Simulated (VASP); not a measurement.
Crystal: LiBe4.

```xyz
5
Lattice="-2.1738 2.1738 2.1738 2.1738 -2.1738 2.1738 2.1738 2.1738 -2.1738" Properties=species:S:1:pos:R:3 pbc="T T T"
Li    0.0000    0.0000    0.0000
Be    1.0869    1.0869   -1.0869
Be    1.0869   -1.0869    1.0869
Be   -1.0869    1.0869    1.0869
Be    1.0869    1.0869    1.0869
```

The cell was generated, and may not be a known phase.

| Item | Value |
| --- | --- |
| Program | VASP 6.6.1 |
| Task | relaxation of cell and atoms |
| Functional | PBE |
| Potentials or basis | VASP PAW PBE potentials, release 64 (Li_sv, Be) |
| Cutoff | 750 eV |
| k mesh | 5 × 5 × 5 |
| Occupations | gaussian, width 0.2 eV |
| Spin | no spin polarisation |

At the start: pressure 37.7 GPa; volume 8.22 Å³/atom.

Question: How do energy, volume and symmetry change on relaxing?

Answer: Over 4 steps the energy falls by 322.5 meV/atom and the volume is 11.79 Å³/atom (+43.5 %); space group Im-3m (No. 229, to 0.1 Å) before and after.

Step by step:
```tsv
step	energy change (eV)	largest force (eV/Å)	pressure (GPa)	volume (Å³)
1	0.0000	0.0000	37.69	41.09
2	-1.5147	0.0000	6.25	53.69
3	-1.6058	0.0000	1.49	57.58
4	-1.6127	0.0000	0.12	58.97
```

Final structure:
```
CELL_PARAMETERS angstrom
-2.45200 2.45200 2.45200
2.45200 -2.45200 2.45200
2.45200 2.45200 -2.45200
ATOMIC_POSITIONS crystal
Li 0.00000 0.00000 0.00000
Be 0.00000 0.00000 0.50000
Be 0.00000 0.50000 0.00000
Be 0.50000 0.00000 0.00000
Be 0.50000 0.50000 0.50000
```

Caveat: the k points lie up to 0.36 Å⁻¹ apart in the final cell, too coarse for converged energies and pressures of a metal; the volume moved by over 15 % at a fixed basis, so the end points are rough.
